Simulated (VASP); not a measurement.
# BP (I-4m2) in VASP: notebook

BP is run at these levels: PBE; tasks: single point.

All numbers are computed with VASP 6.6.1; they aren't measurements. Logs are shortened: lines on timing, memory, paths and dates and some standing lists are left out, and cuts for length are marked.

### Step 1. The cell of the first run

The structure is tetragonal, space group I-4m2 (No. 119). The conventional cell has a = 3.273 Å, b = 3.273 Å, c = 4.538 Å, α = 90.00°, β = 90.00°, γ = 90.00°. Within 2.6 Å of B (site symmetry -4m2) lie 4 P at 1.99 Å. P (site symmetry -4m2) has 4 B at 1.99 Å within 2.6 Å.

### Step 2. Single point, PBE

The input, INCAR:

```
SYSTEM = BP
PREC = Accurate
ENCUT = 500
EDIFF = 1E-6
ISMEAR = 0
SIGMA = 0.05
LREAL = .False.
LASPH = .True.
NELM = 120
ALGO = Normal
ISIF = 2
LWAVE = .False.
LCHARG = .True.
GGA = PE
LELF = .True.
LVHAR = .True.
NBANDS = 11
GGA_COMPAT = .False.
```

The input, KPOINTS:

```
Automatic mesh
0
Gamma
  8 8 8
  0 0 0
```

The input, POSCAR:

```
BP
1.0
    0.0000000000      2.3143800000      2.2690000000
    2.3143800000      0.0000000000      2.2690000000
    2.3143800000      2.3143800000      0.0000000000
B P
1 1
Direct
    0.0000000000      0.0000000000      0.0000000000
    0.2500000000      0.2500000000      0.2500000000
```

Potentials or basis: VASP PAW PBE potentials, release 64 (B, P).

On the command line:

```sh
> cat potpaw_PBE.64/B/POTCAR potpaw_PBE.64/P/POTCAR > POTCAR
> mpirun -np 1 vasp_std > vasp.out
```

OUTCAR:

```text
SYSTEM = BP
   PREC = Accurate
   ENCUT = 500
   EDIFF = 1E-6
   ISMEAR = 0
   LREAL = .False.
   LASPH = .True.
   NELM = 120
   ISIF = 2
   GGA = PE

 ion  position               nearest neighbor table
   1  0.000  0.000  0.000-   2 1.99   2 1.99   2 1.99   2 1.99
   2  0.250  0.250  0.250-   1 1.99   1 1.99   1 1.99   1 1.99

  LATTYP: Found a body centered tetragonal cell.
 ALAT       =     3.2730275845
 C/A-ratio  =     1.3864838847

  Lattice vectors:

 A1 = (   0.0000000000,  -2.3143800000,  -2.2690000000)
 A2 = (   0.0000000000,   2.3143800000,  -2.2690000000)
 A3 = (   2.3143800000,   0.0000000000,   2.2690000000)

Analysis of symmetry for initial positions (statically):
=====================================================================
 Subroutine PRICEL returns:
 Original cell was already a primitive cell.

 Routine SETGRP: Setting up the symmetry group for a
 body centered tetragonal supercell.

 Subroutine GETGRP returns: Found  8 space group operations
 (whereof  8 operations were pure point group operations)
 out of a pool of 16 trial point group operations.

The static configuration has the point symmetry D_2d.

Analysis of symmetry for dynamics (positions and initial velocities):
=====================================================================
 Subroutine PRICEL returns:
 Original cell was already a primitive cell.

 Routine SETGRP: Setting up the symmetry group for a
 body centered tetragonal supercell.

 Subroutine GETGRP returns: Found  8 space group operations
 (whereof  8 operations were pure point group operations)
 out of a pool of 16 trial point group operations.

The dynamic configuration has the point symmetry D_2d.

 Subroutine INISYM returns: Found  8 space group operations
 (whereof  8 operations are pure point group operations),
 and found     1 'primitive' translations

----------------------------------------------------------------------------------------

                                     Primitive cell

  volume of cell :      24.3071

  direct lattice vectors                    reciprocal lattice vectors
     0.000000000  2.314380000  2.269000000    -0.216040581  0.216040581  0.220361393
     2.314380000  0.000000000  2.269000000     0.216040581 -0.216040581  0.220361393
     2.314380000  2.314380000  0.000000000     0.216040581  0.216040581 -0.220361393

  length of vectors
     3.241097929  3.241097929  3.273027584     0.376704405  0.376704405  0.376704405

  position of ions in fractional coordinates (direct lattice)
     0.000000000  0.000000000  0.000000000
     0.250000000  0.250000000  0.250000000

[... 81 lines left out ...]
   NFREE  =      0    steps in history (QN), initial steepest desc. (CG)
   ISIF   =      2    stress and relaxation
   ISYM   =      2    0-nonsym 1-usesym 2-fastsym
   POTIM  = 0.5000    time-step for ionic-motion
   TEBEG  =    0.0;   TEEND  =   0.0 temperature during run
   PSTRESS=    0.0 pullay stress
   NELECT =       8.0000    total number of electrons
   NUPDOWN=      -1.0000    fix difference up-down
   EMIN   =  10.00;   EMAX   =-10.00  energy-range for DOS
   EFERMI =   0.00;   METHOD = LEGACY
   ISMEAR =     0;   SIGMA  =   0.05  broadening in eV -4-tet -1-fermi 0-gaus
   EFERMI_NEDOS =   21; number of points for ismear=-14 and -15
   IALGO  =     38    algorithm
   IMIX   =      4    mixing-type and parameters
     AMIX     =   0.40;   BMIX     =  1.00
     AMIX_MAG =   1.60;   BMIX_MAG =  1.00
  volume/ion in A,a.u.               =      12.15        82.02
  Fermi-wavevector in a.u.,A,eV,Ry     =   1.130300  2.135956 17.382491  1.277577
  Thomas-Fermi vector in A             =   2.266996
   LORBIT       =      0    0 simple, 1 ext, 2 COOP (PROOUT), +10 PAW based schemes
   GGA     = PE    functional components
   LHFCALC =     F    Hartree Fock is set to
   AEXX    =    0.0000 exact exchange contribution
   IVDW    =     0    specifies the selected vdW correction
   LEPSILON=     F    determine dielectric tensor
   LRPA    =     F    only Hartree local field effects (RPA)
 non-spin polarized calculation
 Gauss-broadening in eV      SIGMA  =   0.05
  energy-cutoff  :      500.00
  volume of cell :       24.31
 maximum number of plane-waves:       628
   NGX = 11   NGY = 11   NGZ = 11

 number of electron       7.9999999 magnetization

 Free energy of the ion-electron system (eV)
  ---------------------------------------------------
  ext. energy  EPLUGINS =         0.00000000
  ---------------------------------------------------
  free energy    TOTEN  =       -12.91056355 eV

  energy without entropy =      -12.91056355  energy(sigma->0) =      -12.91056355

 E-fermi :   7.3017     XC(G=0): -10.7375

 val. band max:        7.0958625197   @ k =   0.0000   0.0000   0.0000
 cond. band min:       8.1225021442   @ k =   0.3750   0.3750   0.0000
 fundamental gap:      1.0266396245
 Fermi energy:         7.3016611399

 k-point     1 :       0.0000    0.0000    0.0000
  band No.  band energies     occupation
      1      -8.1397      2.00000
      2       6.9102      2.00000
      3       6.9102      2.00000
      4       7.0959      2.00000
      5      10.2433      0.00000
      6      10.3573      0.00000
      7      10.3573      0.00000
      8      13.7451      0.00000
      9      18.2250      0.00000
     10      18.7383      0.00000
     11      19.2303      0.00000
[... 309 lines left out ...]
 k-point    24 :       0.3750   -0.0000    0.1250
  band No.  band energies     occupation
      1      -6.0739      2.00000
      2       0.5760      2.00000
      3       4.6280      2.00000
      4       4.8299      2.00000
      5      10.5058      0.00000
      6      12.3267      0.00000
      7      13.1187      0.00000
      8      14.8101      0.00000
      9      19.0948      0.00000
     10      20.4237      0.00000
     11      21.0655      0.00000

 [... further k-points ...]
[... 5 lines left out ...]
  --------------------------------------------------------------------------------------
  -------------------------------------------------------------------------------------
  Total       -1.0355067     -1.0355067     -0.2784681      0.0000000      0.0000000      0.0000000
  in kB      -68.2542425    -68.2542425    -18.3549064      0.0000000      0.0000000      0.0000000
  external PRESSURE =     -51.6211305 kB  Pullay stress =       0.0000000 kB

 VOLUME and BASIS-vectors are now :
 -----------------------------------------------------------------------------
  energy-cutoff  :      500.00
  volume of cell :       24.31
      direct lattice vectors                 reciprocal lattice vectors
     0.000000000  2.314380000  2.269000000    -0.216040581  0.216040581  0.220361393
     2.314380000  0.000000000  2.269000000     0.216040581 -0.216040581  0.220361393
     2.314380000  2.314380000  0.000000000     0.216040581  0.216040581 -0.220361393

 POSITION                                       TOTAL-FORCE (eV/Angst)
 -----------------------------------------------------------------------------------
      0.00000      0.00000      0.00000        -0.000000     -0.000000     -0.000000
      1.15719      1.15719      1.13450         0.000000      0.000000      0.000000
 -----------------------------------------------------------------------------------
    total drift:                                0.000000      0.000000     -0.000000

  FREE ENERGIE OF THE ION-ELECTRON SYSTEM (eV)
  ---------------------------------------------------
  free  energy   TOTEN  =       -12.9105635533 eV

  energy  without entropy=      -12.9105635533  energy(sigma->0) =      -12.91056355
```

Wall time 4.8 s (1 thread of Intel Xeon 6975P-C (Granite Rapids), shared host); peak memory 0.13 GiB.

Results:

```
Free energy            : -12.9106 eV
Pressure               : -5.2 GPa
Band gap on the k mesh : 1.03 eV, indirect (least direct gap 3.15 eV)
```

Stress tensor (GPa, compression positive):
```
-6.83  0.00  0.00
 0.00 -6.83  0.00
 0.00  0.00 -1.84
```

A k mesh can miss the band edges.

### Step 3. Single point, PBE

This run uses another cell than the first one, of 12.39 Å³/atom, 1.020 times its volume.

The input, INCAR:

```
PREC = Accurate
ENCUT = 500
EDIFF = 1E-6
ISMEAR = 0
SIGMA = 0.05
LREAL = F
LASPH = T
NELM = 120
ALGO = Normal
ISIF = 2
LWAVE = F
LCHARG = F
GGA = PE
NBANDS = 11
GGA_COMPAT = F
```

The input, KPOINTS:

```
Automatic mesh
0
Gamma
  8 8 8
```

The input, POSCAR:

```
BP
1.0
    0.0000000000      2.3370700000      2.2690000000
    2.3370700000      0.0000000000      2.2690000000
    2.3370700000      2.3370700000      0.0000000000
B P
1 1
Direct
    0.0000000000      0.0000000000      0.0000000000
    0.2500000000      0.2500000000      0.2500000000
```

Potentials or basis: VASP PAW PBE potentials, release 64 (B, P).

On the command line:

```sh
> cat potpaw_PBE.64/B/POTCAR potpaw_PBE.64/P/POTCAR > POTCAR
> mpirun -np 1 vasp_std > vasp.out
```

OUTCAR:

```text
PREC = Accurate
   ENCUT = 500
   EDIFF = 1E-6
   ISMEAR = 0
   LREAL = F
   LASPH = T
   NELM = 120
   ISIF = 2
   GGA = PE

 ion  position               nearest neighbor table
   1  0.000  0.000  0.000-   2 2.00   2 2.00   2 2.00   2 2.00
   2  0.250  0.250  0.250-   1 2.00   1 2.00   1 2.00   1 2.00

  LATTYP: Found a body centered tetragonal cell.
 ALAT       =     3.3051160902
 C/A-ratio  =     1.3730228761

  Lattice vectors:

 A1 = (   0.0000000000,  -2.3370700000,  -2.2690000000)
 A2 = (   0.0000000000,   2.3370700000,  -2.2690000000)
 A3 = (   2.3370700000,   0.0000000000,   2.2690000000)

Analysis of symmetry for initial positions (statically):
=====================================================================
 Subroutine PRICEL returns:
 Original cell was already a primitive cell.

 Routine SETGRP: Setting up the symmetry group for a
 body centered tetragonal supercell.

 Subroutine GETGRP returns: Found  8 space group operations
 (whereof  8 operations were pure point group operations)
 out of a pool of 16 trial point group operations.
[... 171 lines left out ...]
  band No.  band energies     occupation
      1      -8.1934      2.00000
      2       6.6594      2.00000
      3       6.6594      2.00000
      4       6.9305      2.00000
      5       9.9602      0.00000
      6      10.1312      0.00000
      7      10.1312      0.00000
      8      13.2286      0.00000
      9      17.8799      0.00000
     10      18.3459      0.00000
     11      19.0579      0.00000
[... 309 lines left out ...]
 k-point    24 :       0.3750   -0.0000    0.1250
  band No.  band energies     occupation
      1      -6.1706      2.00000
      2       0.4397      2.00000
      3       4.3911      2.00000
      4       4.6849      2.00000
      5      10.2873      0.00000
      6      11.9459      0.00000
      7      12.8865      0.00000
      8      14.5552      0.00000
      9      18.7180      0.00000
     10      20.0525      0.00000
     11      20.7009      0.00000

 [... further k-points ...]

------------------------ aborting loop because EDIFF is reached ----------------------------------------

  FORCE on cell =-STRESS in cart. coord.  units (eV):
  Direction    XX          YY          ZZ          XY          YZ          ZX
  --------------------------------------------------------------------------------------
  -------------------------------------------------------------------------------------
  Total       -1.5836968     -1.5836968     -0.4660368      0.0000000      0.0000000      0.0000000
  in kB     -102.3704707   -102.3704707    -30.1247065      0.0000000      0.0000000      0.0000000
  external PRESSURE =     -78.2885493 kB  Pullay stress =       0.0000000 kB

 VOLUME and BASIS-vectors are now :
 -----------------------------------------------------------------------------
  energy-cutoff  :      500.00
  volume of cell :       24.79
      direct lattice vectors                 reciprocal lattice vectors
     0.000000000  2.337070000  2.269000000    -0.213943100  0.213943100  0.220361393
     2.337070000  0.000000000  2.269000000     0.213943100 -0.213943100  0.220361393
     2.337070000  2.337070000  0.000000000     0.213943100  0.213943100 -0.220361393

 POSITION                                       TOTAL-FORCE (eV/Angst)
 -----------------------------------------------------------------------------------
      0.00000      0.00000      0.00000        -0.000000      0.000000     -0.000000
      1.16854      1.16854      1.13450         0.000000      0.000000      0.000000
 -----------------------------------------------------------------------------------
    total drift:                                0.000000      0.000000     -0.000000

  FREE ENERGIE OF THE ION-ELECTRON SYSTEM (eV)
  ---------------------------------------------------
  free  energy   TOTEN  =       -12.8851677215 eV

  energy  without entropy=      -12.8851677215  energy(sigma->0) =      -12.88516772
```

It took 4.8 s on 1 thread of Intel Xeon 6975P-C (Granite Rapids), shared host; peak memory 0.13 GiB.

What came out:

| Property | Result |
| --- | --- |
| Free energy | -12.8852 eV |
| Pressure | -7.8 GPa |
| Band gap on the k mesh | 0.91 eV, indirect (least direct gap 3.03 eV) |
